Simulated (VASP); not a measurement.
A run of VASP 6.6.1 is set up as follows.

The input POSCAR:

```
Te
1.0
    4.6600972366      0.0000000000      0.0000000000
   -2.3300486183      4.0357625910      0.0000000000
    0.0000000000      0.0000000000      5.9037200682
Te
3
Direct
    0.2506631472      0.0000000000      0.8333333333
    0.0000000000      0.2506631472      0.1666666667
    0.7493368528      0.7493368528      0.5000000000
```

File INCAR.step1:

```
PREC = Accurate
ENCUT = 520
ISMEAR = 0
SIGMA = 0.05
LREAL = False
LASPH = True
NELM = 100
NBANDS = 16
GGA = PE
ALGO = Normal
EDIFF = 1E-4
LWAVE = True
LCHARG = False
```

File INCAR.step2:

```
PREC = Accurate
ENCUT = 520
EDIFF = 1E-6
ISMEAR = 0
SIGMA = 0.05
LREAL = False
LASPH = True
NELM = 100
ALGO = Normal
ISIF = 2
LWAVE = False
LCHARG = False
METAGGA = R2SCAN
LMIXTAU = True
NBANDS = 16
ISTART = 1
```

The input KPOINTS:

```
Automatic mesh
0
Gamma
  12 12 8
```

Potentials or basis: VASP PAW PBE potentials, release 64 (Te).

Command:

```bash
$ cat potpaw_PBE.64/Te/POTCAR > POTCAR
$ cp INCAR.step1 INCAR
$ mpirun -np 1 vasp_std > vasp.out
$ cp INCAR.step2 INCAR
$ mpirun -np 1 vasp_std > vasp.out
```

Question: What does it give for the band gap on the k mesh?

Answer: 0.58 eV (least direct gap 0.61 eV).

Question: Estimate the largest force.

Answer: 0.032 eV/Å.

Forces on the atoms (eV/Å):
```
Te   0.032  0.000  0.000
Te  -0.016  0.027  0.000
Te  -0.016 -0.027  0.000
```

Caveat: the PAW data sets were made with another functional, which shifts forces and pressure a little; spin-orbit coupling is left out, which moves the levels of the heavy elements. A k mesh can miss the band edges.
